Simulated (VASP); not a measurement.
## NiO: single point with PBE+U

Crystal: NiO.

```xyz
2
Lattice="0.0000 2.1504 2.1504 2.1504 0.0000 2.1504 2.1504 2.1504 0.0000" Properties=species:S:1:pos:R:3 pbc="T T T"
Ni    0.0000    0.0000    0.0000
O     2.1504    2.1504    2.1504
```

- Program: VASP 6.6.1
- Task: single point
- Functional: PBE
- Potentials or basis: VASP PAW PBE potentials, release 64 (Ni, O)
- Cutoff: 520 eV
- k mesh: 10 × 10 × 10
- Occupations: gaussian, width 0.05 eV
- Spin: collinear spin, ferromagnetic start
- Starting moments: [1.92, 0.21] μB
- Hubbard terms: Ni d U = 6.2 eV

| Property | Result |
| --- | --- |
| Pressure | -11.4 GPa |
| Band gap on the k mesh | 2.23 eV (least direct gap 3.01 eV) |
| Net moment | 2.00 μB per cell |
| Site moments | Ni +1.83; O +0.16 μB |
| Valence electrons inside the program's atomic spheres | Ni 8.84; O 4.99 |

Levels at points of the mesh, in eV from the valence-band top:
Spin up:
```tsv
k point	band 7	band 8	band 9	band 10	band 11	band 12
(0.00, 0.00, 0.00)	-1.10	-1.10	-1.10	2.23	17.45	17.45
(0.50, 0.00, 0.00)	-3.11	0.00	0.00	6.52	10.32	14.41
(0.50, 0.50, 0.00)	-4.24	-2.35	-2.35	6.47	11.33	11.35
```
Spin down:
```
           k point  band 4  band 5  band 6  band 7  band 8  band 9  band 10  band 11
(0.00, 0.00, 0.00)   -3.92   -0.78   -0.78   -0.78    2.57    2.64     2.64    17.69
(0.50, 0.00, 0.00)   -3.85   -2.25   -1.72   -1.72    4.67    4.67     6.70    10.77
(0.50, 0.50, 0.00)   -3.17   -3.17   -2.05   -2.05    3.04    3.34     7.12    11.59
```

Eigenvalues of the final occupation matrices:
| site | spin | trace | eigenvalues |
| --- | --- | --- | --- |
| site 1 d | 1 | 4.99 | 0.98 0.98 0.98 1.02 1.02 |
| site 1 d | 2 | 3.19 | 0.12 0.12 0.98 0.98 0.98 |

Run time: 14 s on 1 thread of Intel(R) Xeon(R) 6975P-C (Granite Rapids) (shared host), peak memory 0.16 GiB.

Caveat: the cell stands under tension; a cell with one magnetic atom can't hold antiferromagnetic order, which such compounds often take. The state reached can hang on the start; a lower one may exist.
